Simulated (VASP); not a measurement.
# Cu4Ni (I4/m) in VASP: further runs

The runs below take Cu4Ni through single point, with PBE.

Program: VASP 6.6.1. These are calculated values, not measurements. Logs are shortened: lines on timing, memory, paths and dates and some standing lists are left out, and cuts for length are marked.

### 1 The cell of the first run

Symmetry: I4/m, No. 87, tetragonal system. Conventional cell: a = 5.702 Å, b = 5.702 Å, c = 3.593 Å, α = 90.00°, β = 90.00°, γ = 90.00°. Within 3.3 Å of Cu (site symmetry m) lie 9 Cu at 2.54 to 2.57 Å and 3 Ni at 2.54 to 2.55 Å. Ni (site symmetry 4/m) has 12 Cu at 2.54 to 2.55 Å within 3.4 Å.

### 2 Single point, PBE, collinear spin, ferromagnetic start

File INCAR:

```
SYSTEM = Cu4Ni
PREC     = Accurate       ! precision mode
ENCUT    = 520            ! plane-wave cutoff, eV
EDIFF    = 1E-7           ! SCF threshold, eV
ISMEAR   = 0              ! smearing method
SIGMA    = 0.1            ! smearing width, eV
LREAL    = .FALSE.        ! projectors in reciprocal space
LASPH    = .TRUE.         ! aspherical terms in the spheres
NELM     = 150            ! most SCF steps
ALGO     = Normal         ! electronic algorithm
ISIF     = 2              ! what is computed and relaxed
LWAVE    = .FALSE.        ! write WAVECAR
LCHARG   = .FALSE.        ! write CHGCAR
ISPIN    = 2              ! spin polarisation
MAGMOM   = 0 0 0 0 2      ! initial moments
LORBIT   = 11             ! projections on sites
LMAXMIX  = 4              ! l up to which the mixer works
GGA      = PE             ! functional
NBANDS   = 39             ! bands
```

File KPOINTS:

```
Automatic mesh
0
G
  6 6 6
  0 0 0
```

File POSCAR:

```
Cu4Ni
1.0
   -2.8511880609      2.8511880609      1.7965347191
    2.8511880609     -2.8511880609      1.7965347191
    2.8511880609      2.8511880609     -1.7965347191
Cu Ni
4 1
Direct
    0.7015198272      0.8992320752      0.6007519024
    0.2984801728      0.1007679248      0.3992480976
    0.1007679248      0.7015198272      0.8022877519
    0.8992320752      0.2984801728      0.1977122481
    0.5000000000      0.5000000000      0.0000000000
```

Potentials or basis: VASP PAW PBE potentials, release 64 (Cu, Ni).

On the command line:

```sh
cat potpaw_PBE.64/Cu/POTCAR potpaw_PBE.64/Ni/POTCAR > POTCAR
mpirun -np 1 vasp_std > vasp.out
```

OUTCAR:

```text
SYSTEM = Cu4Ni
   PREC = Accurate
   ENCUT = 520
   EDIFF = 1E-7
   ISMEAR = 0
   LREAL = .FALSE.
   LASPH = .TRUE.
   NELM = 150
   ISIF = 2
   ISPIN = 2
   LORBIT = 11
   GGA = PE

 ion  position               nearest neighbor table
   1  0.702  0.899  0.601-   2 2.54   2 2.54   3 2.54   4 2.54   5 2.54   5 2.54   5 2.55   4 2.56
                             3 2.56   4 2.56   3 2.56   2 2.57
   2  0.298  0.101  0.399-   1 2.54   1 2.54   4 2.54   3 2.54   5 2.54   5 2.54   5 2.55   3 2.56
                             4 2.56   3 2.56   4 2.56   1 2.57
   3  0.101  0.702  0.802-   4 2.54   4 2.54   1 2.54   2 2.54   5 2.54   5 2.54   5 2.55   2 2.56
                             1 2.56   2 2.56   1 2.56   4 2.57
   4  0.899  0.298  0.198-   3 2.54   3 2.54   2 2.54   1 2.54   5 2.54   5 2.54   5 2.55   1 2.56
                             2 2.56   1 2.56   2 2.56   3 2.57
   5  0.500  0.500  0.000-   4 2.54   3 2.54   2 2.54   1 2.54   1 2.54   2 2.54   4 2.54   3 2.54
                             2 2.55   1 2.55   3 2.55   4 2.55

  LATTYP: Found a body centered tetragonal cell.
 ALAT       =     5.7023761218
 C/A-ratio  =     0.6301003935

  Lattice vectors:

 A1 = (  -2.8511880609,   2.8511880609,   1.7965347191)
 A2 = (   2.8511880609,  -2.8511880609,   1.7965347191)
 A3 = (   2.8511880609,   2.8511880609,  -1.7965347191)

Analysis of symmetry for initial positions (statically):
=====================================================================
 Subroutine PRICEL returns:
 Original cell was already a primitive cell.

 Routine SETGRP: Setting up the symmetry group for a
 body centered tetragonal supercell.

 Subroutine GETGRP returns: Found  8 space group operations
 (whereof  8 operations were pure point group operations)
 out of a pool of 16 trial point group operations.

The static configuration has the point symmetry C_4h.

Analysis of symmetry for dynamics (positions and initial velocities):
=====================================================================
 Subroutine PRICEL returns:
 Original cell was already a primitive cell.

 Routine SETGRP: Setting up the symmetry group for a
 body centered tetragonal supercell.

 Subroutine GETGRP returns: Found  8 space group operations
 (whereof  8 operations were pure point group operations)
 out of a pool of 16 trial point group operations.

The dynamic configuration has the point symmetry C_4h.

Analysis of structural, dynamic, and magnetic symmetry:
=====================================================================
[... 147 lines left out ...]
 spin polarized calculation
 Gauss-broadening in eV      SIGMA  =   0.10
  energy-cutoff  :      520.00
  volume of cell :       58.42
 maximum number of plane-waves:      1599
 NGX is ok and might be reduce to    36

 number of electron      53.9999994 magnetization      -0.0002202

 number of electron      53.9999994 magnetization       0.0000691

 Free energy of the ion-electron system (eV)
  ---------------------------------------------------
  ext. energy  EPLUGINS =         0.00000000
  ---------------------------------------------------
  free energy    TOTEN  =       -20.35635697 eV

  energy without entropy =      -20.34604912  energy(sigma->0) =      -20.35120305

 E-fermi :   7.7315     XC(G=0): -12.7921

 val. band max:        7.7183298485   @ k =  -0.3333   0.3333   0.3333
 cond. band min:       7.7326016106   @ k =   0.5000   0.1667   0.0000
 fundamental gap:      0.0142717621
 Fermi energy:         7.7315331329

 spin component 1

 k-point     1 :       0.0000    0.0000    0.0000
  band No.  band energies     occupation
      1      -1.4053      1.00000
      2       3.6845      1.00000
      3       3.6845      1.00000
      4       3.9111      1.00000
      5       3.9273      1.00000
      6       4.0250      1.00000
[... 997 lines left out ...]
     38      21.2688      0.00000
     39      21.9465      0.00000

 [... further k-points ...]

 spin component 2

 k-point     1 :       0.0000    0.0000    0.0000
  band No.  band energies     occupation
      1      -1.4053      1.00000
      2       3.6845      1.00000
      3       3.6845      1.00000
      4       3.9111      1.00000
      5       3.9273      1.00000
      6       4.0250      1.00000
[... 997 lines left out ...]
     38      21.2688      0.00000
     39      21.9465      0.00000

 [... further k-points ...]

------------------------ aborting loop because EDIFF is reached ----------------------------------------

  FORCE on cell =-STRESS in cart. coord.  units (eV):
  Direction    XX          YY          ZZ          XY          YZ          ZX
  --------------------------------------------------------------------------------------
  -------------------------------------------------------------------------------------
  Total        0.1513337      0.1513337      0.1483673      0.0000001     -0.0000000     -0.0000000
  in kB        4.1504866      4.1504866      4.0691291      0.0000023     -0.0000000     -0.0000000
  external PRESSURE =       4.1233674 kB  Pullay stress =       0.0000000 kB

 VOLUME and BASIS-vectors are now :
 -----------------------------------------------------------------------------
  energy-cutoff  :      520.00
  volume of cell :       58.42
      direct lattice vectors                 reciprocal lattice vectors
    -2.851188061  2.851188061  1.796534719     0.000000000  0.175365493  0.278313575
     2.851188061 -2.851188061  1.796534719     0.175365493  0.000000000  0.278313575
     2.851188061  2.851188061 -1.796534719     0.175365493  0.175365493  0.000000000

 POSITION                                       TOTAL-FORCE (eV/Angst)
 -----------------------------------------------------------------------------------
      2.27657      1.14914      1.79653        -0.000060      0.001952      0.000000
      0.57462      1.70205      0.00000         0.000060     -0.001952     -0.000000
      4.00033      0.57462      0.00000         0.001952      0.000060      0.000000
     -1.14914      2.27657      1.79653        -0.001952     -0.000060     -0.000000
      0.00000      0.00000      1.79653        -0.000000     -0.000000     -0.000000
 -----------------------------------------------------------------------------------
    total drift:                                0.000000      0.000000      0.000000

  FREE ENERGIE OF THE ION-ELECTRON SYSTEM (eV)
  ---------------------------------------------------
  free  energy   TOTEN  =       -20.3563569718 eV

  energy  without entropy=      -20.3460491189  energy(sigma->0) =      -20.35120305

 total charge

# of ion       s       p       d       tot
------------------------------------------
    1        0.451   0.389   9.166  10.007
    2        0.451   0.389   9.166  10.007
    3        0.451   0.389   9.166  10.007
    4        0.451   0.389   9.166  10.007
    5        0.447   0.399   8.404   9.251
--------------------------------------------------
tot          2.252   1.957  45.070  49.279

 magnetization (x)

# of ion       s       p       d       tot
------------------------------------------
    1       -0.000  -0.000   0.000  -0.000
    2       -0.000  -0.000   0.000  -0.000
    3       -0.000  -0.000   0.000  -0.000
    4       -0.000  -0.000   0.000  -0.000
    5        0.000  -0.000   0.000   0.000
--------------------------------------------------
tot         -0.000  -0.000   0.000   0.000
```

stdout:

```text
POSCAR found type information on POSCAR CuNi
 POSCAR found :  2 types and       5 ions
 scaLAPACK will be used
 LDA part: xc-table for (Slater+PW92), standard interpolation
 POSCAR, INCAR and KPOINTS ok, starting setup
 FFT: planning ... GRIDC
 FFT: planning ... GRID_SOFT
 FFT: planning ... GRID
 WAVECAR not read
 entering main loop
```

Wall time 3 min (1 thread of Intel Xeon Platinum 8488C (Sapphire Rapids), shared host); peak memory 0.31 GiB.

What came out:

| Quantity | Value |
| --- | --- |
| Free energy | -20.3564 eV |
| Pressure | 0.4 GPa |
| Band gap on the k mesh | zero (filled and empty bands overlap) |
| Net moment | 0.00 μB per cell |
| Valence electrons inside the program's atomic spheres | Cu 10.01; Ni 9.25 |

Levels at points of the mesh, in eV from the Fermi level:
Spin up:
| k point | band 23 | band 24 | band 25 | band 26 | band 27 | band 28 | band 29 | band 30 | band 31 | band 32 |
| --- | --- | --- | --- | --- | --- | --- | --- | --- | --- | --- |
| (0.00, 0.00, 0.00) | -1.11 | -0.84 | -0.64 | -0.64 | 2.46 | 2.46 | 2.69 | 2.92 | 8.54 | 8.72 |
| (0.50, 0.00, 0.00) | -1.23 | -0.81 | -0.74 | -0.73 | -0.64 | -0.31 | 2.03 | 2.42 | 4.31 | 6.58 |
| (0.50, 0.50, 0.00) | -0.88 | -0.82 | -0.81 | -0.52 | -0.48 | 1.77 | 4.77 | 4.91 | 5.99 | 6.02 |
| (0.50, 0.50, 0.50) | -1.20 | -1.20 | -0.58 | -0.53 | -0.53 | -0.35 | -0.15 | 1.85 | 7.71 | 13.28 |
Spin down:
```tsv
k point	band 23	band 24	band 25	band 26	band 27	band 28	band 29	band 30	band 31	band 32
(0.00, 0.00, 0.00)	-1.11	-0.84	-0.64	-0.64	2.46	2.46	2.69	2.93	8.54	8.72
(0.50, 0.00, 0.00)	-1.23	-0.81	-0.74	-0.73	-0.64	-0.31	2.03	2.42	4.31	6.58
(0.50, 0.50, 0.00)	-0.88	-0.82	-0.81	-0.52	-0.48	1.77	4.77	4.91	5.99	6.02
(0.50, 0.50, 0.50)	-1.20	-1.20	-0.58	-0.53	-0.53	-0.35	-0.15	1.85	7.71	13.28
```

### 3 Single point, PBE

This run uses another cell than the first one: it holds 10 atoms, not 5.

File INCAR:

```
SYSTEM = Cu4Ni
  ALGO = Fast
  EDIFF = 1E-7
  ENCUT = 520
  GGA = PE
  ISIF = 2
  ISMEAR = 0
  LASPH = .True.
  LCHARG = .False.
  LREAL = .False.
  LWAVE = .False.
  NBANDS = 65
  NELM = 80
  PREC = Accurate
  SIGMA = 0.2
```

File KPOINTS:

```
k-points
0
Gamma
  6 6 4
  0 0 0
```

File POSCAR:

```
Cu4Ni
1.0
    0.0000000000      0.0000000000      3.6104809753
    2.8440863164     -2.8440863164     -1.8052404877
    5.6881726328      5.6881726328      0.0000000000
Cu Ni
8 2
Direct
    0.8002574723      0.6005149446      0.0988862327
    0.3002574723      0.6005149446      0.5988862327
    0.6997425277      0.3994850554      0.4011137673
    0.1997425277      0.3994850554      0.9011137673
    0.4011137673      0.8022275346      0.3002574723
    0.9011137673      0.8022275346      0.8002574723
    0.0988862327      0.1977724654      0.1997425277
    0.5988862327      0.1977724654      0.6997425277
    0.0000000000      0.0000000000      0.5000000000
    0.5000000000      0.0000000000      0.0000000000
```

Potentials or basis: VASP PAW PBE potentials, release 64 (Cu, Ni).

On the command line:

```sh
cat potpaw_PBE.64/Cu/POTCAR potpaw_PBE.64/Ni/POTCAR > POTCAR
mpirun -np 1 vasp_std > vasp.out
```

It took 8 min on 1 thread of Intel Xeon Platinum 8488C (Sapphire Rapids), shared host; peak memory 0.41 GiB.

Results (log left out):

| Property | Result |
| --- | --- |
| Free energy | -40.7366 eV |
| Pressure | 0.5 GPa |
| Largest force | 0.006 eV/Å |
| Band gap on the k mesh | zero (bands 54 and 55 overlap by 2.17 eV) |

Forces in eV/Å, atoms in the order of the input:
```
Cu  -0.001 -0.005  0.000
Cu  -0.001 -0.005  0.000
Cu   0.001  0.005  0.000
Cu   0.001  0.005  0.000
Cu   0.003  0.002  0.000
Cu   0.003  0.002  0.000
Cu  -0.003 -0.002  0.000
Cu  -0.003 -0.002  0.000
Ni   0.000  0.000  0.000
Ni   0.000  0.000  0.000
```

Stress tensor (GPa, compression positive):
```
0.56 0.06 0.00
0.06 0.67 0.00
0.00 0.00 0.35
```

Levels at points of the mesh, in eV from the Fermi level:
```
           k point  band 52  band 53  band 54  band 55  band 56  band 57
(0.00, 0.00, 0.00)    -0.54    -0.50     1.81     2.50     2.50     2.73
(0.50, 0.00, 0.00)    -0.70    -0.35    -0.35     0.29     0.29     0.81
(0.00, 0.50, 0.00)    -0.54    -0.54    -0.50    -0.36    -0.16     1.73
(0.00, 0.00, 0.50)    -0.56    -0.17    -0.17     2.23     2.23     3.33
(0.50, 0.00, 0.50)    -0.74    -0.65    -0.65    -0.33    -0.33     2.02
(0.00, 0.50, 0.50)    -0.62    -0.53    -0.53     0.28     0.28     1.34
```

Spin polarisation is off, so any magnetic state and its effect on volume and gap are missing.

### 4 Single point, PBE

File INCAR:

```
SYSTEM = Cu4Ni
ALGO = Fast ; EDIFF = 1E-6
ENCUT = 520 ; GGA = PE
ISIF = 2 ; ISMEAR = 0
LASPH = .TRUE. ; LCHARG = .TRUE.
LELF = .TRUE. ; LREAL = .FALSE.
LVHAR = .TRUE. ; LWAVE = .FALSE.
NBANDS = 35 ; NELM = 80
PREC = Accurate ; SIGMA = 0.1
```

File KPOINTS:

```
k-points
0
G
  12 12 12
  0 0 0
```

File POSCAR:

```
Cu4Ni
1.0
   -2.8440863164      2.8440863164      1.8052404877
    2.8440863164     -2.8440863164      1.8052404877
    2.8440863164      2.8440863164     -1.8052404877
Cu Ni
4 1
Direct
    0.2986287604      0.8991437050      0.1977724654
    0.7013712396      0.1008562950      0.8022275346
    0.8991437050      0.7013712396      0.6005149446
    0.1008562950      0.2986287604      0.3994850554
    0.5000000000      0.5000000000      0.0000000000
```

On the command line:

```sh
cat potpaw_PBE.64/Cu/POTCAR potpaw_PBE.64/Ni/POTCAR > POTCAR
mpirun -np 1 vasp_std > vasp.out
```

Wall time 9.8 min (1 thread of Intel Xeon Platinum 8488C (Sapphire Rapids), shared host); peak memory 0.52 GiB.

It converged, with:

```yaml
Free_energy: -20.3484 eV
Pressure: 0.4 GPa
Band_gap_on_the_k_mesh: zero (bands 27 and 28 overlap by 3.21 eV)
```

Forces on the atoms (eV/Å):
```
Cu   0.000 -0.002  0.000
Cu   0.000  0.002  0.000
Cu   0.002  0.000  0.000
Cu  -0.002  0.000  0.000
Ni   0.000  0.000  0.000
```

Levels at points of the mesh, in eV from the Fermi level:
| k point | band 25 | band 26 | band 27 | band 28 | band 29 | band 30 |
| --- | --- | --- | --- | --- | --- | --- |
| (0.00, 0.00, 0.00) | -0.64 | -0.64 | 2.51 | 2.51 | 2.74 | 2.97 |
| (0.50, 0.00, 0.00) | -0.74 | -0.73 | -0.64 | -0.31 | 2.03 | 2.42 |
| (0.50, 0.50, 0.00) | -0.81 | -0.52 | -0.49 | 1.82 | 4.83 | 4.97 |
| (0.50, 0.50, 0.50) | -0.58 | -0.53 | -0.53 | -0.34 | -0.15 | 1.74 |
